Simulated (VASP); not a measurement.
Runs of VASP 6.6.1 on TiB2. The structure is that of space group P6/mmm (No. 191), or close to it. The cells are those of the table. 

| task | cell | k mesh | cutoff (eV) | smearing | gap on the mesh (eV) | pressure (GPa) | relaxed volume (Å³/atom) |
| --- | --- | --- | --- | --- | --- | --- | --- |
| relaxation of cell and atoms | relaxed from a = 2.994, b = 2.994, c = 3.160 Å, angles 90.0, 90.0, 120.0°, 3 atoms | 18 × 18 × 14 | 600 | fermi-dirac 0.15 eV | none | 0.0 | 8.19 |
| single point | a = 2.994, b = 2.994, c = 3.160 Å, angles 90.0, 90.0, 120.0°, 3 atoms | 18 × 18 × 14 | 520 | fermi-dirac 0.15 eV | none | 0.6 | - |
| relaxation of cell and atoms | relaxed from a = 3.029, b = 3.029, c = 3.228 Å, angles 90.0, 90.0, 120.0°, 3 atoms | 9 × 9 × 6 | 600 | gaussian 0.1 eV | none | 0.2 | (a) |
| single point | a = 2.995, b = 2.995, c = 3.157 Å, angles 90.0, 90.0, 120.0°, 3 atoms | 9 × 9 × 6 | 520 | gaussian 0.1 eV | none | 0.5 | - |

Alike in all rows: level LDA; potentials or basis VASP PAW LDA potentials, release 64 (Ti_sv, B); no spin polarisation.

Problem. Fill in the values left out.

Solution. (a) 8.18.

A gap of «none» marks levels without a gap at the run's occupations.
